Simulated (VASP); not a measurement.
# PbS in VASP: single point with PBEsol

Aim: the single point of PbS with PBEsol.

Everything below comes from runs of VASP 6.6.1. Logs are shortened: lines on timing, memory, paths and dates and some standing lists are left out, and cuts for length are marked.

## (1) The cell of the first run

The cell holds a slab with vacuum, 4 atoms: a = 4.220 Å, b = 4.220 Å, c = 22.306 Å, α = 93.81°, β = 93.81°, γ = 90.05°.

## (2) Single point, PBEsol

INCAR

```
SYSTEM = PbS
  PREC = Accurate
  ENCUT = 520
  EDIFF = 1E-6
  ISMEAR = 0
  SIGMA = 0.01
  LREAL = .False.
  LASPH = .True.
  NELM = 80
  ALGO = Normal
  ISIF = 2
  LWAVE = .False.
  LCHARG = .True.
  GGA = PS
  LELF = .True.
  LVHAR = .True.
  NBANDS = 28
```

KPOINTS

```
regular mesh
0
Gamma
  5 5 1
  0 0 0
```

POSCAR

```
PbS
1.0
    2.9828240000     -2.9853070000      0.0000000000
    2.9828240000      2.9853070000      0.0000000000
   -2.0983280000      0.0000000000     22.2066720000
Pb S
2 2
Direct
    0.7325610000      0.7221170000      0.9356980000
    0.2778830000      0.2674390000      0.0643020000
    0.2459460000      0.2157900000      0.9443730000
    0.7842100000      0.7540540000      0.0556270000
```

Potentials or basis: VASP PAW PBE potentials, release 64 (Pb_d, S).

Started as:

```console
> cat potpaw_PBE.64/Pb_d/POTCAR potpaw_PBE.64/S/POTCAR > POTCAR
> mpirun -np 1 vasp_std > vasp.out
```

OUTCAR:

```text
SYSTEM = PbS
   PREC = Accurate
   ENCUT = 520
   EDIFF = 1E-6
   ISMEAR = 0
   LREAL = .False.
   LASPH = .True.
   NELM = 80
   ISIF = 2
   GGA = PS

 ion  position               nearest neighbor table
   1  0.733  0.722  0.936-   4 2.66   3 2.93   3 2.99   3 2.99   3 3.05   2 4.13   2 4.13   2 4.13
                             2 4.13
   2  0.278  0.267  0.064-   3 2.66   4 2.93   4 2.99   4 2.99   4 3.05   1 4.13   1 4.13   1 4.13
                             1 4.13
   3  0.246  0.216  0.944-   2 2.66   1 2.93   1 2.99   1 2.99   1 3.05
   4  0.784  0.754  0.056-   1 2.66   2 2.93   2 2.99   2 2.99   2 3.05

  LATTYP: Found a base centered monoclinic cell.
 ALAT       =     5.9656480000
 B/A-ratio  =     1.0008324326
 C/A-ratio  =     3.7390050716
 COS(beta)  =    -0.0940718527

  Lattice vectors:

 A1 = (   2.9828240000,  -2.9853070000,   0.0000000000)
 A2 = (   2.9828240000,   2.9853070000,   0.0000000000)
 A3 = (  -2.0983280000,   0.0000000000,  22.2066720000)

Analysis of symmetry for initial positions (statically):
=====================================================================
 Subroutine PRICEL returns:
 Original cell was already a primitive cell.

 Routine SETGRP: Setting up the symmetry group for a
 base centered monoclinic supercell.

 Subroutine GETGRP returns: Found  2 space group operations
 (whereof  2 operations were pure point group operations)
 out of a pool of  4 trial point group operations.

The static configuration has the point symmetry C_2 .

Analysis of symmetry for dynamics (positions and initial velocities):
=====================================================================
 Subroutine PRICEL returns:
 Original cell was already a primitive cell.

 Routine SETGRP: Setting up the symmetry group for a
 base centered monoclinic supercell.

 Subroutine GETGRP returns: Found  2 space group operations
 (whereof  2 operations were pure point group operations)
 out of a pool of  4 trial point group operations.

The dynamic configuration has the point symmetry C_2 .

 Subroutine INISYM returns: Found  2 space group operations
 (whereof  2 operations are pure point group operations),
 and found     1 'primitive' translations

----------------------------------------------------------------------------------------

                                     Primitive cell

  volume of cell :     395.4851

  direct lattice vectors                    reciprocal lattice vectors
     2.982824000 -2.985307000  0.000000000     0.167626384 -0.167486962  0.015839165
     2.982824000  2.985307000  0.000000000     0.167626384  0.167486962  0.015839165
    -2.098328000  0.000000000 22.206672000     0.000000000  0.000000000  0.045031511

  length of vectors
     4.220106266  4.220106266 22.305588127     0.237489718  0.237489718  0.045031511

  position of ions in fractional coordinates (direct lattice)
     0.732561000  0.722117000  0.935698000
     0.277883000  0.267439000  0.064302000
     0.245946000  0.215790000  0.944373000
     0.784210000  0.754054000  0.055627000

  ion indices of the primitive-cell ions
   primitive index   ion index
                 1           1
                 2           2
                 3           3
                 4           4

----------------------------------------------------------------------------------------

 KPOINTS: regular mesh

Automatic generation of k-mesh.
 Grid dimensions read from file:
 generate k-points for:    5    5    1

 Generating k-lattice:

  Cartesian coordinates                     Fractional coordinates (reciprocal lattice)
     0.033525277 -0.033497392  0.003167833     0.200000000 -0.000000000  0.000000000
     0.033525277  0.033497392  0.003167833    -0.000000000  0.200000000  0.000000000
     0.000000000  0.000000000  0.045031511     0.000000000  0.000000000  1.000000000

  Length of vectors
     0.047497944  0.047497944  0.045031511

  Shift w.r.t. Gamma in fractional coordinates (k-lattice)
     0.000000000  0.000000000  0.000000000

 Subroutine IBZKPT returns following result:
 ===========================================

 Found      9 irreducible k-points:

 Following reciprocal coordinates:
            Coordinates               Weight
  0.000000  0.000000  0.000000      1.000000
  0.200000  0.000000 -0.000000      4.000000
  0.400000  0.000000 -0.000000      4.000000
  0.200000  0.200000  0.000000      2.000000
  0.400000  0.200000 -0.000000      4.000000
 -0.400000  0.200000  0.000000      4.000000
 -0.200000  0.200000  0.000000      2.000000
  0.400000  0.400000 -0.000000      2.000000
 -0.400000  0.400000  0.000000      2.000000
   k-points           NKPTS =      9   k-points in BZ     NKDIM =      9   number of bands    NBANDS=     28
   number of dos      NEDOS =    301   number of ions     NIONS =      4
   total plane-waves  NPLWV = 172032
   dimension x,y,z NGX =    32 NGY =   32 NGZ =  168
   dimension x,y,z NGXF=    64 NGYF=   64 NGZF=  336
   ions per type =               2   2
   NGX,Y,Z   is equivalent  to a cutoff of  12.61, 12.61, 12.52 a.u.
   NGXF,Y,Z  is equivalent  to a cutoff of  25.21, 25.21, 25.04 a.u.
 SYSTEM =  PbS
   PREC   = accura    normal or accurate (medium, high low for compatibility)
   ISTART =      0    job   : 0-new  1-cont  2-samecut
   ICHARG =      2    charge: 1-file 2-atom 10-const
   ISPIN  =      1    spin polarized calculation?
   LNONCOLLINEAR =      F non collinear calculations
   LSORBIT =      F    spin-orbit coupling
   LASPH  =      T    aspherical Exc in radial PAW
   ENCUT  =  520.0 eV  38.22 Ry    6.18 a.u.   7.85  7.85 41.47*2*pi/ulx,y,z
   NELM   =     80;   NELMIN=  2; NELMDL= -5     # of ELM steps
   EDIFF  = 0.1E-05   stopping-criterion for ELM
   LREAL  =      F    real-space projection
   EDIFFG = 0.1E-04   stopping-criterion for IOM
   NSW    =      0    number of steps for IOM
   IBRION =     -1    ionic relax: 0-MD 1-quasi-New 2-CG
   NFREE  =      0    steps in history (QN), initial steepest desc. (CG)
   ISIF   =      2    stress and relaxation
   ISYM   =      2    0-nonsym 1-usesym 2-fastsym
   POTIM  = 0.5000    time-step for ionic-motion
   TEBEG  =    0.0;   TEEND  =   0.0 temperature during run
   PSTRESS=    0.0 pullay stress
   NELECT =      40.0000    total number of electrons
   NUPDOWN=      -1.0000    fix difference up-down
   EMIN   =  10.00;   EMAX   =-10.00  energy-range for DOS
   EFERMI =   0.00;   METHOD = LEGACY
   ISMEAR =     0;   SIGMA  =   0.01  broadening in eV -4-tet -1-fermi 0-gaus
   EFERMI_NEDOS =   21; number of points for ismear=-14 and -15
   IALGO  =     38    algorithm
   IMIX   =      4    mixing-type and parameters
     AMIX     =   0.40;   BMIX     =  1.00
     AMIX_MAG =   1.60;   BMIX_MAG =  1.00
  volume/ion in A,a.u.               =      98.87       667.22
  Fermi-wavevector in a.u.,A,eV,Ry     =   0.762755  1.441397  7.915794  0.581794
  Thomas-Fermi vector in A             =   1.862286
   LORBIT       =      0    0 simple, 1 ext, 2 COOP (PROOUT), +10 PAW based schemes
   GGA     = PS    functional components
   LHFCALC =     F    Hartree Fock is set to
   AEXX    =    0.0000 exact exchange contribution
   IVDW    =     0    specifies the selected vdW correction
   LEPSILON=     F    determine dielectric tensor
   LRPA    =     F    only Hartree local field effects (RPA)
 non-spin polarized calculation
 Gauss-broadening in eV      SIGMA  =   0.01
  energy-cutoff  :      520.00
  volume of cell :      395.49
 maximum number of plane-waves:     10672
   NGX = 15   NGY = 15   NGZ = 83

 number of electron      40.0000000 magnetization

 Free energy of the ion-electron system (eV)
  ---------------------------------------------------
  ext. energy  EPLUGINS =         0.00000000
  ---------------------------------------------------
  free energy    TOTEN  =       -18.50979282 eV

  energy without entropy =      -18.50979282  energy(sigma->0) =      -18.50979282

 E-fermi :  -1.9739     XC(G=0):  -3.0735

 val. band max:       -2.0226932881   @ k =   0.4000   0.0000  -0.0000
 cond. band min:      -0.3545616910   @ k =   0.4000   0.0000  -0.0000
 fundamental gap:      1.6681315971
 Fermi energy:        -1.9738930985

 k-point     1 :       0.0000    0.0000    0.0000
  band No.  band energies     occupation
      1     -18.2655      2.00000
      2     -18.1553      2.00000
      3     -18.1382      2.00000
      4     -18.1380      2.00000
      5     -18.1164      2.00000
      6     -18.1107      2.00000
[... 20 lines left out ...]
     27       3.1600      0.00000
     28       3.5964      0.00000

 k-point     2 :       0.2000    0.0000   -0.0000
  band No.  band energies     occupation
      1     -18.2437      2.00000
      2     -18.1433      2.00000
      3     -18.1432      2.00000
      4     -18.1264      2.00000
      5     -18.1255      2.00000
      6     -18.1204      2.00000
[... 20 lines left out ...]
     27       3.1108      0.00000
     28       3.1311      0.00000

 k-point     3 :       0.4000    0.0000   -0.0000
  band No.  band energies     occupation
      1     -18.1996      2.00000
      2     -18.1630      2.00000
      3     -18.1405      2.00000
      4     -18.1381      2.00000
      5     -18.1246      2.00000
      6     -18.1153      2.00000
[... 20 lines left out ...]
     27       3.5617      0.00000
     28       3.8846      0.00000

 k-point     4 :       0.2000    0.2000    0.0000
  band No.  band energies     occupation
      1     -18.2332      2.00000
      2     -18.1554      2.00000
      3     -18.1323      2.00000
      4     -18.1290      2.00000
      5     -18.1238      2.00000
      6     -18.1180      2.00000
[... 20 lines left out ...]
     27       3.2090      0.00000
     28       3.3874      0.00000

 k-point     5 :       0.4000    0.2000   -0.0000
  band No.  band energies     occupation
      1     -18.2160      2.00000
      2     -18.1911      2.00000
      3     -18.1334      2.00000
      4     -18.1333      2.00000
      5     -18.1212      2.00000
      6     -18.1106      2.00000
[... 20 lines left out ...]
     27       3.8858      0.00000
     28       4.1035      0.00000

 k-point     6 :      -0.4000    0.2000    0.0000
  band No.  band energies     occupation
      1     -18.2159      2.00000
      2     -18.1914      2.00000
      3     -18.1335      2.00000
      4     -18.1332      2.00000
      5     -18.1216      2.00000
      6     -18.1102      2.00000
[... 20 lines left out ...]
     27       3.8725      0.00000
     28       4.1314      0.00000

 k-point     7 :      -0.2000    0.2000    0.0000
  band No.  band energies     occupation
      1     -18.2332      2.00000
      2     -18.1557      2.00000
      3     -18.1325      2.00000
      4     -18.1289      2.00000
      5     -18.1235      2.00000
      6     -18.1180      2.00000
[... 20 lines left out ...]
     27       3.1926      0.00000
     28       3.3988      0.00000

 k-point     8 :       0.4000    0.4000   -0.0000
  band No.  band energies     occupation
      1     -18.2465      2.00000
      2     -18.2385      2.00000
      3     -18.1303      2.00000
      4     -18.1299      2.00000
      5     -18.1157      2.00000
      6     -18.1092      2.00000
[... 20 lines left out ...]
     27       4.1896      0.00000
     28       4.3029      0.00000

 k-point     9 :      -0.4000    0.4000    0.0000
  band No.  band energies     occupation
      1     -18.2464      2.00000
      2     -18.2388      2.00000
      3     -18.1303      2.00000
      4     -18.1299      2.00000
      5     -18.1163      2.00000
      6     -18.1087      2.00000
[... 20 lines left out ...]
     27       4.1914      0.00000
     28       4.3043      0.00000

------------------------ aborting loop because EDIFF is reached ----------------------------------------

  FORCE on cell =-STRESS in cart. coord.  units (eV):
  Direction    XX          YY          ZZ          XY          YZ          ZX
  --------------------------------------------------------------------------------------
  -------------------------------------------------------------------------------------
  Total       -1.3354877     -1.3179503     -0.4832930      0.0000000      0.0000000      0.0136226
  in kB       -5.4102879     -5.3392409     -1.9579021      0.0000000      0.0000000      0.0551874
  external PRESSURE =      -4.2358103 kB  Pullay stress =       0.0000000 kB

 VOLUME and BASIS-vectors are now :
 -----------------------------------------------------------------------------
  energy-cutoff  :      520.00
  volume of cell :      395.49
      direct lattice vectors                 reciprocal lattice vectors
     2.982824000 -2.985307000  0.000000000     0.167626384 -0.167486962  0.015839165
     2.982824000  2.985307000  0.000000000     0.167626384  0.167486962  0.015839165
    -2.098328000  0.000000000 22.206672000     0.000000000  0.000000000  0.045031511

 POSITION                                       TOTAL-FORCE (eV/Angst)
 -----------------------------------------------------------------------------------
      2.37565     -0.03118     20.77874         0.000755     -0.001131      0.159597
      1.49167     -0.03118      1.42793        -0.000755     -0.001131     -0.159597
     -0.60433     -0.09002     20.97138        -0.006009      0.001131     -0.008118
      4.47165     -0.09002      1.23529         0.006009      0.001131      0.008118
 -----------------------------------------------------------------------------------
    total drift:                               -0.000000      0.000288      0.000000

  FREE ENERGIE OF THE ION-ELECTRON SYSTEM (eV)
  ---------------------------------------------------
  free  energy   TOTEN  =       -18.5097928241 eV

  energy  without entropy=      -18.5097928241  energy(sigma->0) =      -18.50979282
```

Run time: 2.7 min. Hardware: 1 thread of Intel Xeon Platinum 8488C (Sapphire Rapids), shared host; peak memory 0.44 GiB.

Results:

```yaml
Free_energy: -18.5098 eV
Largest_force: 0.160 eV/Å
Band_gap_on_the_k_mesh: 1.67 eV, direct
```

Forces in eV/Å, atoms in the order of the input:
```
Pb   0.001 -0.001  0.160
Pb  -0.001 -0.001 -0.160
S   -0.006  0.001 -0.008
S    0.006  0.001  0.008
```

Levels at points of the mesh, in eV from the valence-band top:
```csv
k point,band 17,band 18,band 19,band 20,band 21,band 22,band 23,band 24
"(0.00, 0.00, 0.00)",-2.57,-1.42,-1.42,-0.24,1.94,3.98,4.70,4.74
```

Caveat: the PAW data sets were made with another functional, which shifts forces and pressure a little; spin-orbit coupling is left out, which moves the levels of the heavy elements.
